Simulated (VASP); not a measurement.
# Ir (Pm-3m) in VASP: single point with LDA

Aim: the single point of Ir with LDA.

Program: VASP 6.6.1. These are calculated values, not measurements. Logs are shortened: lines on timing, memory, paths and dates and some standing lists are left out, and cuts for length are marked.

**1. The cell of the first run**

It takes space group Pm-3m (No. 221, cubic). The conventional cell has a = 3.004 Å, b = 3.004 Å, c = 3.004 Å, α = 90.00°, β = 90.00°, γ = 90.00°. Within 4.0 Å of Ir (site symmetry m-3m) lie 6 Ir at 3.00 Å.

**2. Single point, LDA**

The input, INCAR:

```
SYSTEM = Ir
PREC = Accurate
ENCUT = 520
EDIFF = 1E-6
ISMEAR = -1
SIGMA = 0.1
LREAL = .FALSE.
LASPH = .TRUE.
NELM = 100
ALGO = Normal
ISIF = 2
LWAVE = .FALSE.
LCHARG = .TRUE.
GGA = CA
LELF = .TRUE.
LVHAR = .TRUE.
NBANDS = 10
```

The input, KPOINTS:

```
regular mesh
0
G
  10 10 10
  0 0 0
```

The input, POSCAR:

```
Ir
1.0
    3.0040000000      0.0000000000      0.0000000000
    0.0000000000      3.0040000000      0.0000000000
    0.0000000000      0.0000000000      3.0040000000
Ir
1
Direct
    0.5000000000      0.5000000000      0.5000000000
```

Potentials or basis: VASP PAW LDA potentials, release 64 (Ir).

Started as:

```
$ cat potpaw_LDA.64/Ir/POTCAR > POTCAR
$ mpirun -np 1 vasp_std > vasp.out
```

OUTCAR:

```text
SYSTEM = Ir
   PREC = Accurate
   ENCUT = 520
   EDIFF = 1E-6
   ISMEAR = -1
   LREAL = .FALSE.
   LASPH = .TRUE.
   NELM = 100
   ISIF = 2
   GGA = CA

 ion  position               nearest neighbor table
   1  0.500  0.500  0.500-

  LATTYP: Found a simple cubic cell.
 ALAT       =     3.0040000000

  Lattice vectors:

 A1 = (   3.0040000000,   0.0000000000,   0.0000000000)
 A2 = (   0.0000000000,   3.0040000000,   0.0000000000)
 A3 = (   0.0000000000,   0.0000000000,   3.0040000000)

Analysis of symmetry for initial positions (statically):
=====================================================================
 Subroutine PRICEL returns:
 Original cell was already a primitive cell.

 Routine SETGRP: Setting up the symmetry group for a
 simple cubic supercell.

 Subroutine GETGRP returns: Found 48 space group operations
 (whereof 48 operations were pure point group operations)
 out of a pool of 48 trial point group operations.

The static configuration has the point symmetry O_h .

Analysis of symmetry for dynamics (positions and initial velocities):
=====================================================================
 Subroutine PRICEL returns:
 Original cell was already a primitive cell.

 Routine SETGRP: Setting up the symmetry group for a
 simple cubic supercell.

 Subroutine GETGRP returns: Found 48 space group operations
 (whereof 48 operations were pure point group operations)
 out of a pool of 48 trial point group operations.

The dynamic configuration has the point symmetry O_h .

 Subroutine INISYM returns: Found 48 space group operations
 (whereof 48 operations are pure point group operations),
 and found     1 'primitive' translations

----------------------------------------------------------------------------------------

                                     Primitive cell

  volume of cell :      27.1081

  direct lattice vectors                    reciprocal lattice vectors
     3.004000000  0.000000000  0.000000000     0.332889481  0.000000000  0.000000000
     0.000000000  3.004000000  0.000000000     0.000000000  0.332889481  0.000000000
     0.000000000  0.000000000  3.004000000     0.000000000  0.000000000  0.332889481

  length of vectors
     3.004000000  3.004000000  3.004000000     0.332889481  0.332889481  0.332889481

  position of ions in fractional coordinates (direct lattice)
     0.500000000  0.500000000  0.500000000

  ion indices of the primitive-cell ions
   primitive index   ion index
                 1           1

----------------------------------------------------------------------------------------

 KPOINTS: regular mesh

Automatic generation of k-mesh.
 Grid dimensions read from file:
 generate k-points for:   10   10   10

 Generating k-lattice:

  Cartesian coordinates                     Fractional coordinates (reciprocal lattice)
     0.033288948  0.000000000  0.000000000     0.100000000  0.000000000  0.000000000
     0.000000000  0.033288948  0.000000000     0.000000000  0.100000000  0.000000000
     0.000000000  0.000000000  0.033288948     0.000000000  0.000000000  0.100000000

  Length of vectors
     0.033288948  0.033288948  0.033288948

  Shift w.r.t. Gamma in fractional coordinates (k-lattice)
     0.000000000  0.000000000  0.000000000

 Subroutine IBZKPT returns following result:
 ===========================================

 Found     56 irreducible k-points:

 Following reciprocal coordinates:
            Coordinates               Weight
  0.000000  0.000000  0.000000      1.000000
  0.100000  0.000000  0.000000      6.000000
  0.200000  0.000000  0.000000      6.000000
  0.300000  0.000000  0.000000      6.000000
  0.400000  0.000000  0.000000      6.000000
  0.500000  0.000000  0.000000      3.000000
[... 16 lines left out ...]
  0.200000  0.100000  0.100000     24.000000
  0.300000  0.100000  0.100000     24.000000
 [... further k-points ...]
   k-points           NKPTS =     56   k-points in BZ     NKDIM =     56   number of bands    NBANDS=     10
   number of dos      NEDOS =    301   number of ions     NIONS =      1
   total plane-waves  NPLWV =  13824
   dimension x,y,z NGX =    24 NGY =   24 NGZ =   24
   dimension x,y,z NGXF=    48 NGYF=   48 NGZF=   48
   ions per type =               1
   NGX,Y,Z   is equivalent  to a cutoff of  13.28, 13.28, 13.28 a.u.
   NGXF,Y,Z  is equivalent  to a cutoff of  26.56, 26.56, 26.56 a.u.
 SYSTEM =  Ir
   PREC   = accura    normal or accurate (medium, high low for compatibility)
   ISTART =      0    job   : 0-new  1-cont  2-samecut
   ICHARG =      2    charge: 1-file 2-atom 10-const
   ISPIN  =      1    spin polarized calculation?
   LNONCOLLINEAR =      F non collinear calculations
   LSORBIT =      F    spin-orbit coupling
   LASPH  =      T    aspherical Exc in radial PAW
   ENCUT  =  520.0 eV  38.22 Ry    6.18 a.u.   5.59  5.59  5.59*2*pi/ulx,y,z
   NELM   =    100;   NELMIN=  2; NELMDL= -5     # of ELM steps
   EDIFF  = 0.1E-05   stopping-criterion for ELM
   LREAL  =      F    real-space projection
   EDIFFG = 0.1E-04   stopping-criterion for IOM
   NSW    =      0    number of steps for IOM
   IBRION =     -1    ionic relax: 0-MD 1-quasi-New 2-CG
   NFREE  =      0    steps in history (QN), initial steepest desc. (CG)
   ISIF   =      2    stress and relaxation
   ISYM   =      2    0-nonsym 1-usesym 2-fastsym
   POTIM  = 0.5000    time-step for ionic-motion
   TEBEG  =    0.0;   TEEND  =   0.0 temperature during run
   PSTRESS=    0.0 pullay stress
   NELECT =       9.0000    total number of electrons
   NUPDOWN=      -1.0000    fix difference up-down
   EMIN   =  10.00;   EMAX   =-10.00  energy-range for DOS
   EFERMI =   0.00;   METHOD = LEGACY
   ISMEAR =    -1;   SIGMA  =   0.10  broadening in eV -4-tet -1-fermi 0-gaus
   EFERMI_NEDOS =   21; number of points for ismear=-14 and -15
   IALGO  =     38    algorithm
   IMIX   =      4    mixing-type and parameters
     AMIX     =   0.40;   BMIX     =  1.00
     AMIX_MAG =   1.60;   BMIX_MAG =  1.00
  volume/ion in A,a.u.               =      27.11       182.93
  Fermi-wavevector in a.u.,A,eV,Ry     =   1.133589  2.142173 17.483823  1.285025
  Thomas-Fermi vector in A             =   2.270292
   LORBIT       =      0    0 simple, 1 ext, 2 COOP (PROOUT), +10 PAW based schemes
   GGA     = CA    functional components
   LHFCALC =     F    Hartree Fock is set to
   AEXX    =    0.0000 exact exchange contribution
   IVDW    =     0    specifies the selected vdW correction
   LEPSILON=     F    determine dielectric tensor
   LRPA    =     F    only Hartree local field effects (RPA)
 non-spin polarized calculation
  energy-cutoff  :      520.00
  volume of cell :       27.11
 maximum number of plane-waves:       740
 NGX is ok and might be reduce to    24
   NGX = 11   NGY = 11   NGZ = 11

 number of electron       9.0000000 magnetization

 Free energy of the ion-electron system (eV)
  ---------------------------------------------------
  ext. energy  EPLUGINS =         0.00000000
  ---------------------------------------------------
  free energy    TOTEN  =        -6.99191159 eV

  energy without entropy =       -6.89346674  energy(sigma->0) =       -6.94268916

 E-fermi :   1.9400     XC(G=0): -10.5100

 val. band max:        1.9085297129   @ k =   0.3000   0.3000   0.1000
 cond. band min:       1.9605273584   @ k =   0.2000   0.2000   0.1000
 fundamental gap:      0.0519976455
 Fermi energy:         1.9400231918

 k-point     1 :       0.0000    0.0000    0.0000
  band No.  band energies     occupation
      1      -3.6716      2.00000
      2      -1.0411      2.00000
      3      -1.0411      2.00000
      4       2.4780      0.00917
      5       2.4780      0.00917
      6       2.4780      0.00917
      7      14.5491      0.00000
      8      14.5491      0.00000
      9      14.5491      0.00000
     10      18.4651      0.00000

 k-point     2 :       0.1000    0.0000    0.0000
  band No.  band energies     occupation
      1      -3.4743      2.00000
      2      -1.0102      2.00000
      3      -0.8927      2.00000
      4       2.3457      0.03403
      5       2.3457      0.03403
      6       2.4887      0.00825
      7      13.0622      0.00000
      8      14.8725      0.00000
      9      14.8725      0.00000
     10      19.1748      0.00000

 k-point     3 :       0.2000    0.0000    0.0000
  band No.  band energies     occupation
      1      -2.9506      2.00000
      2      -0.9281      2.00000
      3      -0.4249      2.00000
      4       2.0202      0.61925
      5       2.0202      0.61925
      6       2.5167      0.00624
      7      10.6178      0.00000
      8      15.7501      0.00000
      9      15.7501      0.00000
     10      19.3326      0.00000

 k-point     4 :       0.3000    0.0000    0.0000
  band No.  band energies     occupation
      1      -2.3074      2.00000
      2      -0.8237      2.00000
      3       0.4267      2.00000
      4       1.6528      1.89293
      5       1.6528      1.89293
      6       2.5516      0.00440
      7       8.2266      0.00000
      8      16.9578      0.00000
      9      16.9578      0.00000
     10      18.2996      0.00000
[... 222 lines left out ...]
 k-point    22 :       0.1000    0.1000    0.1000
  band No.  band energies     occupation
      1      -3.0719      2.00000
      2      -0.7752      2.00000
      3      -0.7752      2.00000
      4       2.1860      0.15742
      5       2.2359      0.09868
      6       2.2359      0.09868
      7      13.2165      0.00000
      8      13.8831      0.00000
      9      13.8831      0.00000
     10      21.3775      0.00000

 k-point    23 :       0.2000    0.1000    0.1000
  band No.  band energies     occupation
      1      -2.5382      2.00000
      2      -0.6923      2.00000
      3      -0.3221      2.00000
      4       1.8782      1.29962
      5       1.8891      1.24920
      6       2.2579      0.07993
      7      11.1429      0.00000
      8      14.1741      0.00000
      9      14.6815      0.00000
     10      20.3570      0.00000

 k-point    24 :       0.3000    0.1000    0.1000
  band No.  band energies     occupation
      1      -1.8930      2.00000
      2      -0.5845      2.00000
      3       0.4106      2.00000
      4       1.4964      1.97660
      5       1.6502      1.89552
      6       2.3002      0.05309
      7       8.7146      0.00000
      8      15.1126      0.00000
      9      15.7300      0.00000
     10      19.2821      0.00000

 [... further k-points ...]

------------------------ aborting loop because EDIFF is reached ----------------------------------------

  FORCE on cell =-STRESS in cart. coord.  units (eV):
  Direction    XX          YY          ZZ          XY          YZ          ZX
  --------------------------------------------------------------------------------------
  -------------------------------------------------------------------------------------
  Total       -6.5896013     -6.5896013     -6.5896013     -0.0000000      0.0000000      0.0000000
  in kB     -389.4663470   -389.4663470   -389.4663470     -0.0000000      0.0000000      0.0000000
  external PRESSURE =    -389.4663470 kB  Pullay stress =       0.0000000 kB

 VOLUME and BASIS-vectors are now :
 -----------------------------------------------------------------------------
  energy-cutoff  :      520.00
  volume of cell :       27.11
      direct lattice vectors                 reciprocal lattice vectors
     3.004000000  0.000000000  0.000000000     0.332889481  0.000000000  0.000000000
     0.000000000  3.004000000  0.000000000     0.000000000  0.332889481  0.000000000
     0.000000000  0.000000000  3.004000000     0.000000000  0.000000000  0.332889481

 POSITION                                       TOTAL-FORCE (eV/Angst)
 -----------------------------------------------------------------------------------
      1.50200      1.50200      1.50200         0.000000      0.000000      0.000000
 -----------------------------------------------------------------------------------
    total drift:                                0.000000     -0.000000     -0.000000

  FREE ENERGIE OF THE ION-ELECTRON SYSTEM (eV)
  ---------------------------------------------------
  free  energy   TOTEN  =        -6.9919115913 eV

  energy  without entropy=       -6.8934667387  energy(sigma->0) =       -6.94268916
```

It took 19 s on 1 thread of AMD EPYC 7R13, shared host; peak memory 0.11 GiB.

What came out:

```
Free energy : -6.9919 eV
Pressure    : -38.9 GPa
```

Levels at points of the mesh, in eV from the Fermi level:
```tsv
k point	band 2	band 3	band 4	band 5	band 6	band 7
(0.00, 0.00, 0.00)	-2.98	-2.98	0.54	0.54	0.54	12.61
(0.50, 0.00, 0.00)	-2.64	-0.66	-0.66	0.65	0.67	2.92
(0.50, 0.50, 0.00)	-2.54	-0.45	-0.45	1.47	4.11	4.11
(0.50, 0.50, 0.50)	-2.38	-2.38	1.55	1.55	7.75	7.75
```

Caveat: spin-orbit coupling is left out, which moves the levels of the heavy elements.
